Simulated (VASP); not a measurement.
# Cr (P6/mmm) in VASP: further runs

Cr is run at these levels: RPBE; tasks: single point.

Program: VASP 6.6.1. These are calculated values, not measurements. Logs are shortened: lines on timing, memory, paths and dates and some standing lists are left out, and cuts for length are marked.

## Step 1: The cell of the first run

The structure is hexagonal, space group P6/mmm (No. 191). Conventional cell: a = 4.205 Å, b = 4.205 Å, c = 2.274 Å, α = 90.00°, β = 90.00°, γ = 120.00°. Within 3.0 Å of Cr (site symmetry 6/mmm) lie 14 Cr at 2.27 to 2.68 Å. Cr (site symmetry -6m2) has 11 Cr at 2.27 to 2.68 Å within 3.0 Å.

This isn't the form of Cr at room conditions, which is bcc.

## Step 2: Single point, RPBE, collinear spin (11.61 Å³/atom)

The input, INCAR:

```
PREC = Accurate
ENCUT = 500
EDIFF = 1E-6
ISMEAR = -1
SIGMA = 0.05
LREAL = F
LASPH = T
NELM = 200
ALGO = Normal
ISIF = 2
LWAVE = F
LCHARG = F
ISPIN = 2
MAGMOM = -0.002 0.102 0.102
LORBIT = 11
LMAXMIX = 4
GGA = RP
NBANDS = 29
GGA_COMPAT = F
```

The input, KPOINTS:

```
regular mesh
0
Gamma
  10 10 15
```

The input, POSCAR:

```
Cr
1.0
    4.2048748069      0.0000000000      0.0000000000
   -2.1024374034      3.6415284025      0.0000000000
    0.0000000000      0.0000000000      2.2742418908
Cr
3
Direct
    1.0000000000      1.0000000000      0.0000000000
    0.3333333333      0.6666666667      0.5000000000
    0.6666666667      0.3333333333      0.5000000000
```

Potentials or basis: VASP PAW PBE potentials, release 64 (Cr_pv).

Run with:

```sh
$ cat potpaw_PBE.64/Cr_pv/POTCAR > POTCAR
$ mpirun -np 1 vasp_std > vasp.out
```

OUTCAR:

```text
PREC = Accurate
   ENCUT = 500
   EDIFF = 1E-6
   ISMEAR = -1
   LREAL = F
   LASPH = T
   NELM = 200
   ISIF = 2
   ISPIN = 2
   LORBIT = 11
   GGA = RP

 ion  position               nearest neighbor table
   1  0.000  0.000  0.000-   2 2.68   3 2.68   2 2.68   3 2.68   2 2.68   2 2.68   3 2.68   3 2.68
                             3 2.68   3 2.68   2 2.68   2 2.68
   2  0.333  0.667  0.500-   3 2.43   3 2.43   3 2.43   1 2.68   1 2.68   1 2.68   1 2.68   1 2.68
                             1 2.68
   3  0.667  0.333  0.500-   2 2.43   2 2.43   2 2.43   1 2.68   1 2.68   1 2.68   1 2.68   1 2.68
                             1 2.68

  LATTYP: Found a hexagonal cell.
 ALAT       =     4.2048748069
 C/A-ratio  =     0.5408584073

  Lattice vectors:

 A1 = (   4.2048748069,   0.0000000000,   0.0000000000)
 A2 = (  -2.1024374034,   3.6415284025,   0.0000000000)
 A3 = (   0.0000000000,   0.0000000000,   2.2742418908)

Analysis of symmetry for initial positions (statically):
=====================================================================
 Subroutine PRICEL returns:
 Original cell was already a primitive cell.

 Routine SETGRP: Setting up the symmetry group for a
 hexagonal supercell.

 Subroutine GETGRP returns: Found 24 space group operations
 (whereof 24 operations were pure point group operations)
 out of a pool of 24 trial point group operations.

The static configuration has the point symmetry D_6h.

Analysis of symmetry for dynamics (positions and initial velocities):
=====================================================================
 Subroutine PRICEL returns:
 Original cell was already a primitive cell.

 Routine SETGRP: Setting up the symmetry group for a
 hexagonal supercell.

 Subroutine GETGRP returns: Found 24 space group operations
 (whereof 24 operations were pure point group operations)
 out of a pool of 24 trial point group operations.

The dynamic configuration has the point symmetry D_6h.

Analysis of structural, dynamic, and magnetic symmetry:
=====================================================================
 Subroutine PRICEL returns:
 Original cell was already a primitive cell.

 Routine SETGRP: Setting up the symmetry group for a
 hexagonal supercell.

 Subroutine GETGRP returns: Found 24 space group operations
 (whereof 24 operations were pure point group operations)
 out of a pool of 24 trial point group operations.

The overall configuration has the point symmetry D_6h.

 Subroutine INISYM returns: Found 24 space group operations
 (whereof 24 operations are pure point group operations),
 and found     1 'primitive' translations

----------------------------------------------------------------------------------------

                                     Primitive cell

  volume of cell :      34.8236

  direct lattice vectors                    reciprocal lattice vectors
     4.204874807  0.000000000  0.000000000     0.237819209  0.137304984  0.000000000
    -2.102437403  3.641528403  0.000000000     0.000000000  0.274609969  0.000000000
     0.000000000  0.000000000  2.274241891     0.000000000  0.000000000  0.439706965

  length of vectors
     4.204874807  4.204874807  2.274241891     0.274609969  0.274609969  0.439706965

  position of ions in fractional coordinates (direct lattice)
     0.000000000  0.000000000  0.000000000
     0.333333333  0.666666667  0.500000000
     0.666666667  0.333333333  0.500000000

  ion indices of the primitive-cell ions
   primitive index   ion index
                 1           1
                 2           2
                 3           3

----------------------------------------------------------------------------------------

 KPOINTS: regular mesh

Automatic generation of k-mesh.
 Grid dimensions read from file:
 generate k-points for:   10   10   15

 Generating k-lattice:

  Cartesian coordinates                     Fractional coordinates (reciprocal lattice)
     0.023781921  0.013730498  0.000000000     0.100000000  0.000000000  0.000000000
     0.000000000  0.027460997  0.000000000     0.000000000  0.100000000  0.000000000
     0.000000000  0.000000000  0.029313798     0.000000000  0.000000000  0.066666667

  Length of vectors
     0.027460997  0.027460997  0.029313798

  Shift w.r.t. Gamma in fractional coordinates (k-lattice)
     0.000000000  0.000000000  0.000000000

 Subroutine IBZKPT returns following result:
 ===========================================

 Found    112 irreducible k-points:

 Following reciprocal coordinates:
            Coordinates               Weight
  0.000000  0.000000  0.000000      1.000000
  0.100000  0.000000  0.000000      6.000000
  0.200000  0.000000  0.000000      6.000000
  0.300000  0.000000  0.000000      6.000000
  0.400000  0.000000  0.000000      6.000000
  0.500000  0.000000  0.000000      3.000000
[... 16 lines left out ...]
  0.300000  0.100000  0.066667     24.000000
  0.400000  0.100000  0.066667     24.000000
 [... further k-points ...]
   k-points           NKPTS =    112   k-points in BZ     NKDIM =    112   number of bands    NBANDS=     29
   number of dos      NEDOS =    301   number of ions     NIONS =      3
   total plane-waves  NPLWV =  18432
   dimension x,y,z NGX =    32 NGY =   32 NGZ =   18
   dimension x,y,z NGXF=    64 NGYF=   64 NGZF=   36
   ions per type =               3
   NGX,Y,Z   is equivalent  to a cutoff of  12.65, 12.65, 13.16 a.u.
   NGXF,Y,Z  is equivalent  to a cutoff of  25.30, 25.30, 26.32 a.u.
 SYSTEM =  unknown system
   PREC   = accura    normal or accurate (medium, high low for compatibility)
   ISTART =      0    job   : 0-new  1-cont  2-samecut
   ICHARG =      2    charge: 1-file 2-atom 10-const
   ISPIN  =      2    spin polarized calculation?
   LNONCOLLINEAR =      F non collinear calculations
   LSORBIT =      F    spin-orbit coupling
   LASPH  =      T    aspherical Exc in radial PAW
   ENCUT  =  500.0 eV  36.75 Ry    6.06 a.u.   7.67  7.67  4.15*2*pi/ulx,y,z
   NELM   =    200;   NELMIN=  2; NELMDL= -5     # of ELM steps
   EDIFF  = 0.1E-05   stopping-criterion for ELM
   LREAL  =      F    real-space projection
   EDIFFG = 0.1E-04   stopping-criterion for IOM
   NSW    =      0    number of steps for IOM
   IBRION =     -1    ionic relax: 0-MD 1-quasi-New 2-CG
   NFREE  =      0    steps in history (QN), initial steepest desc. (CG)
   ISIF   =      2    stress and relaxation
   ISYM   =      2    0-nonsym 1-usesym 2-fastsym
   POTIM  = 0.5000    time-step for ionic-motion
   TEBEG  =    0.0;   TEEND  =   0.0 temperature during run
   PSTRESS=    0.0 pullay stress
   NELECT =      36.0000    total number of electrons
   NUPDOWN=      -1.0000    fix difference up-down
   EMIN   =  10.00;   EMAX   =-10.00  energy-range for DOS
   EFERMI =   0.00;   METHOD = LEGACY
   ISMEAR =    -1;   SIGMA  =   0.05  broadening in eV -4-tet -1-fermi 0-gaus
   EFERMI_NEDOS =   21; number of points for ismear=-14 and -15
   IALGO  =     38    algorithm
   IMIX   =      4    mixing-type and parameters
     AMIX     =   0.40;   BMIX     =  1.00
     AMIX_MAG =   1.60;   BMIX_MAG =  1.00
  volume/ion in A,a.u.               =      11.61        78.33
  Fermi-wavevector in a.u.,A,eV,Ry     =   1.655330  3.128120 37.281550  2.740117
  Thomas-Fermi vector in A             =   2.743444
   LORBIT       =     11    0 simple, 1 ext, 2 COOP (PROOUT), +10 PAW based schemes
   GGA     = RP    functional components
   LHFCALC =     F    Hartree Fock is set to
   AEXX    =    0.0000 exact exchange contribution
   IVDW    =     0    specifies the selected vdW correction
   LEPSILON=     F    determine dielectric tensor
   LRPA    =     F    only Hartree local field effects (RPA)
 spin polarized calculation
  energy-cutoff  :      500.00
  volume of cell :       34.82
 maximum number of plane-waves:       908
 NGX is ok and might be reduce to    32
   NGX = 15   NGY = 15   NGZ =  9

 number of electron      35.9999989 magnetization       0.1117968

 Free energy of the ion-electron system (eV)
  ---------------------------------------------------
  ext. energy  EPLUGINS =         0.00000000
  ---------------------------------------------------
  free energy    TOTEN  =       -25.91544406 eV

  energy without entropy =      -25.86943049  energy(sigma->0) =      -25.89243727

 E-fermi :  10.9482     XC(G=0): -13.4969

 val. band max:       10.9473262927   @ k =   0.4000   0.1000   0.2000
 cond. band min:      10.9483580815   @ k =   0.3000   0.2000   0.4667
 fundamental gap:      0.0010317888
 Fermi energy:        10.9481553119

 spin component 1

 k-point     1 :       0.0000    0.0000    0.0000
  band No.  band energies     occupation
      1     -32.2987      1.00000
      2     -32.2987      1.00000
      3     -32.2452      1.00000
      4     -32.2452      1.00000
      5     -31.7043      1.00000
      6     -31.7043      1.00000
[... 757 lines left out ...]
     28      18.2848      0.00000
     29      18.4262      0.00000

 [... further k-points ...]

 spin component 2

 k-point     1 :       0.0000    0.0000    0.0000
  band No.  band energies     occupation
      1     -32.2355      1.00000
      2     -32.2355      1.00000
      3     -32.2347      1.00000
      4     -32.2347      1.00000
      5     -31.6526      1.00000
      6     -31.6526      1.00000
[... 757 lines left out ...]
     28      18.2695      0.00000
     29      18.4959      0.00000

 [... further k-points ...]

------------------------ aborting loop because EDIFF is reached ----------------------------------------

  FORCE on cell =-STRESS in cart. coord.  units (eV):
  Direction    XX          YY          ZZ          XY          YZ          ZX
  --------------------------------------------------------------------------------------
  -------------------------------------------------------------------------------------
  Total        1.9571971      1.9571971      2.3718818      0.0000000     -0.0000000     -0.0000000
  in kB       90.0475105     90.0475105    109.1264949      0.0000000     -0.0000000     -0.0000000
  external PRESSURE =      96.4071720 kB  Pullay stress =       0.0000000 kB

 VOLUME and BASIS-vectors are now :
 -----------------------------------------------------------------------------
  energy-cutoff  :      500.00
  volume of cell :       34.82
      direct lattice vectors                 reciprocal lattice vectors
     4.204874807  0.000000000  0.000000000     0.237819209  0.137304984  0.000000000
    -2.102437403  3.641528403  0.000000000     0.000000000  0.274609969  0.000000000
     0.000000000  0.000000000  2.274241891     0.000000000  0.000000000  0.439706965

 POSITION                                       TOTAL-FORCE (eV/Angst)
 -----------------------------------------------------------------------------------
      0.00000      0.00000      0.00000        -0.000000      0.000000     -0.000000
     -0.00000      2.42769      1.13712        -0.000000      0.000000     -0.000000
      2.10244      1.21384      1.13712         0.000000     -0.000000      0.000000
 -----------------------------------------------------------------------------------
    total drift:                               -0.000000      0.000000      0.000000

  FREE ENERGIE OF THE ION-ELECTRON SYSTEM (eV)
  ---------------------------------------------------
  free  energy   TOTEN  =       -25.9154440567 eV

  energy  without entropy=      -25.8694304917  energy(sigma->0) =      -25.89243727

 total charge

# of ion       s       p       d       tot
------------------------------------------
    1        0.446   6.394   4.217  11.057
    2        0.458   6.375   4.294  11.126
    3        0.458   6.375   4.294  11.126
--------------------------------------------------
tot          1.362  19.143  12.805  33.310

 magnetization (x)

# of ion       s       p       d       tot
------------------------------------------
    1       -0.001  -0.001   0.001  -0.001
    2        0.001   0.002   0.051   0.054
    3        0.001   0.002   0.051   0.054
--------------------------------------------------
tot          0.000   0.003   0.104   0.107
```

Run time: 2 min. Hardware: 1 thread of Oxide Virtual Turin-like, shared host; peak memory 0.22 GiB.

Results:

```yaml
Free_energy: -25.9154 eV
Pressure: 9.6 GPa
Net_moment: 0.11 μB per cell
Site_moments: Cr -0.00, +0.05 (each value once) μB
Valence_electrons_inside_the_program's_atomic_spheres: Cr 11.06, 11.13 (each value once)
```

Stress tensor (GPa, compression positive):
```
 9.00  0.00  0.00
 0.00  9.00  0.00
 0.00  0.00 10.91
```

Levels at points of the mesh, in eV from the Fermi level:
Spin up:
```csv
k point,band 15,band 16,band 17,band 18,band 19,band 20,band 21,band 22
"(0.00, 0.00, 0.00)",-2.13,-2.13,-1.86,-0.35,-0.35,1.35,1.35,1.39
"(0.50, 0.00, 0.00)",-2.05,-1.83,-1.67,0.43,0.77,1.38,1.49,1.54
```
Spin down:
```
           k point  band 16  band 17  band 18  band 19  band 20  band 21
(0.00, 0.00, 0.00)    -2.09    -1.84    -0.31    -0.31     1.37     1.37
(0.50, 0.00, 0.00)    -1.81    -1.65     0.44     0.80     1.40     1.50
```

Caveat: the cell stands under pressure; the PAW data sets were made with another functional, which shifts forces and pressure a little.

## Step 3: Single point, RPBE, collinear spin (12.09 Å³/atom)

This run uses another cell than the first one, of 12.09 Å³/atom.

The input, INCAR:

```
PREC = Accurate ; ENCUT = 500
EDIFF = 1E-6 ; ISMEAR = -1
SIGMA = 0.05 ; LREAL = F
LASPH = T ; NELM = 200
ALGO = Normal ; ISIF = 2
LWAVE = F ; LCHARG = T
ISPIN = 2 ; MAGMOM = -0.002 0.102 0.102
LORBIT = 11 ; LMAXMIX = 4
GGA = RP ; LELF = T
LVHAR = T ; NBANDS = 29
GGA_COMPAT = F
```

KPOINTS is that of step 2.

The input, POSCAR:

```
Cr
1.0
    4.2624829902      0.0000000000      0.0000000000
   -2.1312414951      3.6914185528      0.0000000000
    0.0000000000      0.0000000000      2.3053997611
Cr
3
Direct
    1.0000000000      1.0000000000      0.0000000000
    0.3333333333      0.6666666667      0.5000000000
    0.6666666667      0.3333333333      0.5000000000
```

Potentials or basis: VASP PAW PBE potentials, release 64 (Cr_pv).

Run with:

```sh
$ cat potpaw_PBE.64/Cr_pv/POTCAR > POTCAR
$ mpirun -np 1 vasp_std > vasp.out
```

Wall time 2.9 min (1 thread of Oxide Virtual Turin-like, shared host); peak memory 0.23 GiB.

The run converged. Its results:

```
Free energy                                           : -25.9586 eV
Pressure                                              : -0.2 GPa
Net moment                                            : 0.18 μB per cell
Site moments                                          : Cr -0.01, +0.09 (each value once) μB
Valence electrons inside the program's atomic spheres : Cr 10.97, 11.04 (each value once)
```

Stress tensor (GPa, compression positive):
```
-0.56  0.00  0.00
 0.00 -0.56  0.00
 0.00  0.00  0.43
```

Levels at points of the mesh, in eV from the Fermi level:
Spin up:
| k point | band 14 | band 15 | band 16 | band 17 | band 18 | band 19 | band 20 | band 21 | band 22 | band 23 |
| --- | --- | --- | --- | --- | --- | --- | --- | --- | --- | --- |
| (0.00, 0.00, 0.00) | -2.11 | -2.05 | -2.05 | -1.77 | -0.34 | -0.34 | 1.28 | 1.28 | 1.31 | 1.31 |
| (0.50, 0.00, 0.00) | -2.38 | -1.95 | -1.75 | -1.57 | 0.36 | 0.73 | 1.29 | 1.41 | 1.45 | 1.66 |
Spin down:
| k point | band 14 | band 15 | band 16 | band 17 | band 18 | band 19 | band 20 | band 21 | band 22 | band 23 |
| --- | --- | --- | --- | --- | --- | --- | --- | --- | --- | --- |
| (0.00, 0.00, 0.00) | -2.07 | -1.99 | -1.99 | -1.75 | -0.27 | -0.27 | 1.31 | 1.31 | 1.38 | 1.38 |
| (0.50, 0.00, 0.00) | -2.31 | -1.85 | -1.72 | -1.55 | 0.38 | 0.78 | 1.32 | 1.44 | 1.52 | 1.76 |

Caveat: the PAW data sets were made with another functional, which shifts forces and pressure a little.
